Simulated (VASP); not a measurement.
Runs of VASP 6.6.1 on Re. The structure is that of space group Fm-3m (No. 225), or close to it. The cells are those of the table. This isn't the form of Re at room conditions, which is hcp.

```tsv
cell	k mesh	cutoff (eV)	gap on the mesh (eV)	pressure (GPa)
a = 2.804 Å, angles 60.0°, 1 atom	15 × 15 × 15	520	none	1.8
a = 2.804 Å, angles 60.0°, 1 atom	14 × 14 × 14	600	none	1.8
a = 2.804 Å, angles 60.0°, 1 atom	22 × 22 × 22	520	none	(a)
a = 2.912 Å, angles 60.0°, 1 atom	15 × 15 × 15	520	none	-27.2
a = 2.841 Å, angles 60.0°, 1 atom	15 × 15 × 15	520	none	-10.2
```

Alike in all rows: task single point; level BLYP; potentials or basis VASP PAW PBE potentials, release 64 (Re); no spin polarisation; smearing fermi-dirac 0.1 eV.

Task: Estimate the missing entries.

Result: (a) 1.7.

Caveats: the PAW data sets were made with another functional, which shifts forces and pressure a little; spin-orbit coupling is left out, which moves the levels of the heavy elements; the cell stands under tension (at least some runs).

A k mesh can miss the band edges, and the runs leave out spin-orbit coupling on Re.

A gap of «none» marks levels without a gap at the run's occupations.
